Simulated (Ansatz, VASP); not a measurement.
# Two plane-wave programs on GaAs

Contents of INCAR:

```
SYSTEM = GaAs
  ALGO = Normal
  EDIFF = 1E-6
  ENCUT = 520
  GGA = PE
  ISIF = 2
  ISMEAR = 0
  LASPH = .TRUE.
  LCHARG = .FALSE.
  LREAL = .FALSE.
  LWAVE = .FALSE.
  NBANDS = 16
  NELM = 80
  PREC = Accurate
  SIGMA = 0.05
```

File KPOINTS:

```
k-points
0
G
  12 12 12
  0 0 0
```

Contents of POSCAR:

```
GaAs
1.0
    0.0000000000      2.7812476708      2.9203100543
    2.7812476708      0.0000000000      2.9203100543
    2.7812476708      2.7812476708      0.0000000000
Ga As
1 1
Direct
    0.0000000000      0.0000000000      0.0000000000
    0.7500000000      0.7500000000      0.7500000000
```

Input for Ansatz:

```yaml
crystal:
  lattice:
    - [0.0, 2.7812476708, 2.9203100543]
    - [2.7812476708, 0.0, 2.9203100543]
    - [2.7812476708, 2.7812476708, 0.0]
  atoms:
    - { symbol: Ga, position: [0.0, 0.0, 0.0] }
    - { symbol: As, position: [0.75, 0.75, 0.75] }
basis:
  ecutwfc: 420
kpoints:
  mp_grid: { grid: [12, 12, 12] }
hamiltonian:
  xc: pbe
scf:
  occupations: { method: gaussian, width: 0.05 }
output:
  forces: true
  stress: true
  eigenvalues: true
```

Alike in both runs: task single point; functional PBE; k mesh 12 × 12 × 12; occupations gaussian, width 0.05 eV; no spin polarisation.

```csv
,VASP,Ansatz
version,VASP 6.6.1,Ansatz 0.2.0
potentials or method,"VASP PAW PBE potentials, release 64 (Ga_d, As), cutoff 520 eV","scalar-relativistic, plane waves, PAW"
valence electrons in the cell,18,28
```

```tsv
	VASP	Ansatz	Ansatz less VASP
gap on the k mesh at the Fermi level (eV)	0.40	0.40	-0.004
least direct gap on the mesh (eV)	0.40	0.40	-0.004
pressure (GPa)	3.4	3.3	-0.18
traceless stress, the component that is largest in VASP (GPa)	-2.09	-2.09	-0.005
```

With one functional, cell and mesh, what is left measures potentials, basis and numerics. VASP's potentials hold 18 valence electrons a cell and Ansatz's 28, so a difference there can come from the potentials and not from the codes.
